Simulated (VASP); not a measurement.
# SnO2 (R-3m) in VASP: settings compared

Aim: see how the results for SnO2 move with the level of theory and the settings. Levels: PBEsol, LDA. Tasks: single point.

Program: VASP 6.6.1. These are calculated values, not measurements. Logs are shortened: lines on timing, memory, paths and dates and some standing lists are left out, and cuts for length are marked.

**1. The cell of the first run**

The structure is trigonal, space group R-3m (No. 166). The conventional cell has a = 3.277 Å, b = 3.277 Å, c = 14.591 Å, α = 90.00°, β = 90.00°, γ = 120.00°. Within 2.8 Å of Sn (site symmetry -3m) lie 6 O at 2.15 Å. Within 2.8 Å of O (site symmetry 3m) lie 3 Sn at 2.15 Å and 3 O at 2.80 Å.

**2. Single point, PBEsol**

The input, INCAR:

```
PREC = Accurate
ENCUT = 520
EDIFF = 1E-6
ISMEAR = -1
SIGMA = 0.05
LREAL = False
LASPH = True
NELM = 60
ALGO = Normal
ISIF = 2
LWAVE = False
LCHARG = True
GGA = PS
LELF = True
LVHAR = True
NBANDS = 20
```

The input, KPOINTS:

```
Automatic mesh
0
Gamma
  10 10 10
```

The input, POSCAR:

```
SnO2
1.0
    1.6383730560      0.9459151249      4.8637655204
   -1.6383730560      0.9459151249      4.8637655204
    0.0000000000     -1.8918302499      4.8637655204
Sn O
1 2
Direct
    0.5000000000      0.5000000000      0.5000000000
    0.7628300000      0.7628300000      0.7628300000
    0.2371700000      0.2371700000      0.2371700000
```

Potentials or basis: VASP PAW PBE potentials, release 64 (Sn_d, O).

The run is started by

```console
> cat potpaw_PBE.64/Sn_d/POTCAR potpaw_PBE.64/O/POTCAR > POTCAR
> mpirun -np 1 vasp_std > vasp.out
```

OUTCAR:

```text
PREC = Accurate
   ENCUT = 520
   EDIFF = 1E-6
   ISMEAR = -1
   LREAL = False
   LASPH = True
   NELM = 60
   ISIF = 2
   GGA = PS

 ion  position               nearest neighbor table
   1  0.500  0.500  0.500-   3 2.15   3 2.15   2 2.15   2 2.15   3 2.15   2 2.15
   2  0.763  0.763  0.763-   1 2.15   1 2.15   1 2.15
   3  0.237  0.237  0.237-   1 2.15   1 2.15   1 2.15

  LATTYP: Found a trigonal (rhomboedric) cell.
 ALAT       =     5.2187389982
 COS(alpha) =     0.8028828391

  Lattice vectors:

 A1 = (   1.6383730560,   0.9459151249,   4.8637655204)
 A2 = (  -1.6383730560,   0.9459151249,   4.8637655204)
 A3 = (   0.0000000000,  -1.8918302499,   4.8637655204)

Analysis of symmetry for initial positions (statically):
=====================================================================
 Subroutine PRICEL returns:
 Original cell was already a primitive cell.

 Routine SETGRP: Setting up the symmetry group for a
 trigonal (rhombohedral) supercell.

 Subroutine GETGRP returns: Found 12 space group operations
 (whereof 12 operations were pure point group operations)
 out of a pool of 12 trial point group operations.

The static configuration has the point symmetry D_3d.

Analysis of symmetry for dynamics (positions and initial velocities):
=====================================================================
 Subroutine PRICEL returns:
 Original cell was already a primitive cell.

 Routine SETGRP: Setting up the symmetry group for a
 trigonal (rhombohedral) supercell.

 Subroutine GETGRP returns: Found 12 space group operations
 (whereof 12 operations were pure point group operations)
 out of a pool of 12 trial point group operations.

The dynamic configuration has the point symmetry D_3d.

 Subroutine INISYM returns: Found 12 space group operations
 (whereof 12 operations are pure point group operations),
 and found     1 'primitive' translations

----------------------------------------------------------------------------------------

                                     Primitive cell

  volume of cell :      45.2261

  direct lattice vectors                    reciprocal lattice vectors
     1.638373056  0.945915125  4.863765520     0.305180800  0.176196217  0.068534006
    -1.638373056  0.945915125  4.863765520    -0.305180800  0.176196217  0.068534006
[... 77 lines left out ...]
 SYSTEM =  unknown system
   PREC   = accura    normal or accurate (medium, high low for compatibility)
   ISTART =      0    job   : 0-new  1-cont  2-samecut
   ICHARG =      2    charge: 1-file 2-atom 10-const
   ISPIN  =      1    spin polarized calculation?
   LNONCOLLINEAR =      F non collinear calculations
   LSORBIT =      F    spin-orbit coupling
   LASPH  =      T    aspherical Exc in radial PAW
   ENCUT  =  520.0 eV  38.22 Ry    6.18 a.u.   9.70  9.70  9.70*2*pi/ulx,y,z
   NELM   =     60;   NELMIN=  2; NELMDL= -5     # of ELM steps
   EDIFF  = 0.1E-05   stopping-criterion for ELM
   LREAL  =      F    real-space projection
   EDIFFG = 0.1E-04   stopping-criterion for IOM
   NSW    =      0    number of steps for IOM
   IBRION =     -1    ionic relax: 0-MD 1-quasi-New 2-CG
   NFREE  =      0    steps in history (QN), initial steepest desc. (CG)
   ISIF   =      2    stress and relaxation
   ISYM   =      2    0-nonsym 1-usesym 2-fastsym
   POTIM  = 0.5000    time-step for ionic-motion
   TEBEG  =    0.0;   TEEND  =   0.0 temperature during run
   PSTRESS=    0.0 pullay stress
   NELECT =      26.0000    total number of electrons
   NUPDOWN=      -1.0000    fix difference up-down
   EMIN   =  10.00;   EMAX   =-10.00  energy-range for DOS
   EFERMI =   0.00;   METHOD = LEGACY
   ISMEAR =    -1;   SIGMA  =   0.05  broadening in eV -4-tet -1-fermi 0-gaus
   EFERMI_NEDOS =   21; number of points for ismear=-14 and -15
   IALGO  =     38    algorithm
   IMIX   =      4    mixing-type and parameters
     AMIX     =   0.40;   BMIX     =  1.00
     AMIX_MAG =   1.60;   BMIX_MAG =  1.00
  volume/ion in A,a.u.               =      15.08       101.73
  Fermi-wavevector in a.u.,A,eV,Ry     =   1.361245  2.572380 25.211436  1.852988
  Thomas-Fermi vector in A             =   2.487838
   LORBIT       =      0    0 simple, 1 ext, 2 COOP (PROOUT), +10 PAW based schemes
   GGA     = PS    functional components
   LHFCALC =     F    Hartree Fock is set to
   AEXX    =    0.0000 exact exchange contribution
   IVDW    =     0    specifies the selected vdW correction
   LEPSILON=     F    determine dielectric tensor
   LRPA    =     F    only Hartree local field effects (RPA)
 non-spin polarized calculation
  energy-cutoff  :      520.00
  volume of cell :       45.23
 maximum number of plane-waves:      1232
   NGX = 19   NGY = 19   NGZ = 19

 number of electron      25.9999995 magnetization

 Free energy of the ion-electron system (eV)
  ---------------------------------------------------
  ext. energy  EPLUGINS =         0.00000000
  ---------------------------------------------------
  free energy    TOTEN  =       -19.22243426 eV

  energy without entropy =      -19.22243426  energy(sigma->0) =      -19.22243426

 E-fermi :   3.7430     XC(G=0): -10.0229

 val. band max:        2.8140282471   @ k =  -0.2000   0.2000   0.0000
 cond. band min:       4.4297979377   @ k =   0.0000   0.0000   0.0000
 fundamental gap:      1.6157696906
 Fermi energy:         3.7429662924

 k-point     1 :       0.0000    0.0000    0.0000
  band No.  band energies     occupation
      1     -17.1065      2.00000
      2     -16.9315      2.00000
      3     -16.9315      2.00000
      4     -16.7845      2.00000
      5     -16.7845      2.00000
      6     -14.8771      2.00000
[... 541 lines left out ...]
     19      15.5002      0.00000
     20      19.3448      0.00000

 [... further k-points ...]
[... 5 lines left out ...]
  --------------------------------------------------------------------------------------
  -------------------------------------------------------------------------------------
  Total       -3.0669666     -3.0669666     -1.7909015      0.0000000      0.0000000      0.0000000
  in kB     -108.6502614   -108.6502614    -63.4444194      0.0000000      0.0000000      0.0000000
  external PRESSURE =     -93.5816474 kB  Pullay stress =       0.0000000 kB

 VOLUME and BASIS-vectors are now :
 -----------------------------------------------------------------------------
  energy-cutoff  :      520.00
  volume of cell :       45.23
      direct lattice vectors                 reciprocal lattice vectors
     1.638373056  0.945915125  4.863765520     0.305180800  0.176196217  0.068534006
    -1.638373056  0.945915125  4.863765520    -0.305180800  0.176196217  0.068534006
     0.000000000 -1.891830250  4.863765520     0.000000000 -0.352392434  0.068534006

 POSITION                                       TOTAL-FORCE (eV/Angst)
 -----------------------------------------------------------------------------------
      0.00000     -0.00000      7.29565        -0.000000     -0.000000      0.000000
      0.00000     -0.00000     11.13068         0.000000     -0.000000      0.717837
      0.00000     -0.00000      3.46062         0.000000      0.000000     -0.717837
 -----------------------------------------------------------------------------------
    total drift:                               -0.000000      0.000000      0.000000

  FREE ENERGIE OF THE ION-ELECTRON SYSTEM (eV)
  ---------------------------------------------------
  free  energy   TOTEN  =       -19.2224342642 eV

  energy  without entropy=      -19.2224342599  energy(sigma->0) =      -19.22243426
```

Wall time 2.1 min (1 thread of Intel Xeon 6975P-C (Granite Rapids), shared host); peak memory 0.29 GiB.

What came out:

| Item | Value |
| --- | --- |
| Free energy | -19.2224 eV |
| Pressure | -9.4 GPa |
| Largest force | 0.718 eV/Å |
| Band gap on the k mesh | 1.62 eV, indirect (least direct gap 1.71 eV) |

Forces on the atoms (eV/Å):
```
Sn   0.000  0.000  0.000
O    0.000  0.000  0.718
O    0.000  0.000 -0.718
```

Caveat: the PAW data sets were made with another functional, which shifts forces and pressure a little; spin-orbit coupling is left out, which moves the levels of the heavy elements. A k mesh can miss the band edges.

**3. Single point, LDA**

The input, INCAR:

```
SYSTEM = SnO2
PREC = Accurate ; ENCUT = 520
EDIFF = 1E-6 ; ISMEAR = -1
SIGMA = 0.05 ; LREAL = .False.
LASPH = .True. ; NELM = 80
ALGO = Normal ; ISIF = 2
LWAVE = .False. ; LCHARG = .False.
NBANDS = 20
```

The input, KPOINTS:

```
regular mesh
0
Gamma
  10 10 10
  0 0 0
```

POSCAR is that of step 2.

Potentials or basis: VASP PAW LDA potentials, release 64 (Sn_d, O).

The run is started by

```console
> cat potpaw_LDA.64/Sn_d/POTCAR potpaw_LDA.64/O/POTCAR > POTCAR
> mpirun -np 1 vasp_std > vasp.out
```

It took 2.1 min on 1 thread of Intel Xeon 6975P-C (Granite Rapids), shared host; peak memory 0.25 GiB.

It converged, with:

```yaml
Free_energy: -20.3222 eV
Pressure: -12.9 GPa
Largest_force: 0.978 eV/Å
Band_gap_on_the_k_mesh: 1.54 eV, indirect (least direct gap 1.63 eV)
```

Forces in eV/Å, atoms in the order of the input:
```
Sn   0.000  0.000  0.000
O    0.000  0.000  0.978
O    0.000  0.000 -0.978
```

Stress tensor (GPa, compression positive):
```
-14.56   0.00   0.00
  0.00 -14.56   0.00
  0.00   0.00  -9.65
```

Levels at points of the mesh, in eV from the valence-band top:
```csv
k point,band 11,band 12,band 13,band 14,band 15,band 16
"(0.00, 0.00, 0.00)",-0.91,-0.91,-0.10,1.54,5.31,10.39
"(0.50, 0.00, 0.00)",-1.42,-0.62,-0.54,4.77,7.25,9.48
"(0.50, 0.50, 0.00)",-1.11,-0.49,-0.03,4.52,6.47,10.09
"(0.50, 0.50, 0.50)",-1.22,-0.86,-0.86,2.77,5.23,10.55
```

Caveat: spin-orbit coupling is left out, which moves the levels of the heavy elements. LDA gaps usually lie below the measured ones, often by a third to a half.

**4. Single point, PBEsol**

This run uses another cell than the first one, of 15.37 Å³/atom, 1.019 times its volume.

The input, INCAR:

```
PREC     = Accurate       # precision mode
ENCUT    = 520            # plane-wave cutoff, eV
EDIFF    = 1E-6           # SCF threshold, eV
ISMEAR   = -1             # smearing method
SIGMA    = 0.05           # smearing width, eV
LREAL    = F              # projectors in reciprocal space
LASPH    = T              # aspherical terms in the spheres
NELM     = 60             # most SCF steps
ALGO     = Normal         # electronic algorithm
ISIF     = 2              # what is computed and relaxed
LWAVE    = F              # write WAVECAR
LCHARG   = T              # write CHGCAR
GGA      = PS             # functional
LELF     = T              # ELF
LVHAR    = T            
NBANDS   = 20             # bands
```

The input, KPOINTS:

```
Automatic mesh
0
Gamma
  10 10 10
```

The input, POSCAR:

```
SnO2
1.0
    1.6488088345      0.9519402245      4.8947457539
   -1.6488088345      0.9519402245      4.8947457539
    0.0000000000     -1.9038804490      4.8947457539
Sn O
1 2
Direct
    0.5000000000      0.5000000000      0.5000000000
    0.7628300000      0.7628300000      0.7628300000
    0.2371700000      0.2371700000      0.2371700000
```

Potentials or basis: VASP PAW PBE potentials, release 64 (Sn_d, O).

The run is started by

```console
> cat potpaw_PBE.64/Sn_d/POTCAR potpaw_PBE.64/O/POTCAR > POTCAR
> mpirun -np 1 vasp_std > vasp.out
```

It took 2.3 min on 1 thread of Intel Xeon 6975P-C (Granite Rapids), shared host; peak memory 0.29 GiB.

It converged, with:

```yaml
Free_energy: -19.1672 eV
Pressure: -11.3 GPa
Largest_force: 0.880 eV/Å
Band_gap_on_the_k_mesh: 1.51 eV, indirect (least direct gap 1.59 eV)
```

Forces on the atoms (eV/Å):
```
Sn   0.000  0.000  0.000
O    0.000  0.000  0.880
O    0.000  0.000 -0.880
```

Stress tensor (GPa, compression positive):
```
-13.26   0.00   0.00
  0.00 -13.26   0.00
  0.00   0.00  -7.48
```

Levels at points of the mesh, in eV from the valence-band top:
```
           k point  band 11  band 12  band 13  band 14  band 15  band 16
(0.00, 0.00, 0.00)    -0.91    -0.91    -0.08     1.51     5.28    10.34
(0.50, 0.00, 0.00)    -1.40    -0.61    -0.52     4.68     7.20     9.49
(0.50, 0.50, 0.00)    -1.09    -0.49    -0.04     4.45     6.45    10.03
(0.50, 0.50, 0.50)    -1.12    -0.86    -0.86     2.70     5.19    10.49
```

Caveat: the PAW data sets were made with another functional, which shifts forces and pressure a little; spin-orbit coupling is left out, which moves the levels of the heavy elements.

**5. Overview**

```tsv
level	potentials or basis	cell	gap on the mesh (eV)	pressure (GPa)	largest force (eV/Å)
PBEsol	VASP PAW PBE potentials, release 64 (Sn_d, O)	a = 5.219 Å, angles 36.6°, 3 atoms	1.62	-9.4	0.72
LDA	VASP PAW LDA potentials, release 64 (Sn_d, O)	a = 5.219 Å, angles 36.6°, 3 atoms	1.54	-12.9	0.98
PBEsol	VASP PAW PBE potentials, release 64 (Sn_d, O)	a = 5.252 Å, angles 36.6°, 3 atoms	1.51	-11.3	0.88
```

Alike in all rows: task single point; no spin polarisation; k mesh 10 × 10 × 10; cutoff (eV) 520; smearing fermi-dirac 0.05 eV.

Caveats: spin-orbit coupling is left out, which moves the levels of the heavy elements; the PAW data sets were made with another functional, which shifts forces and pressure a little (some runs).

Absolute energies hang on the potentials; compare differences alone.
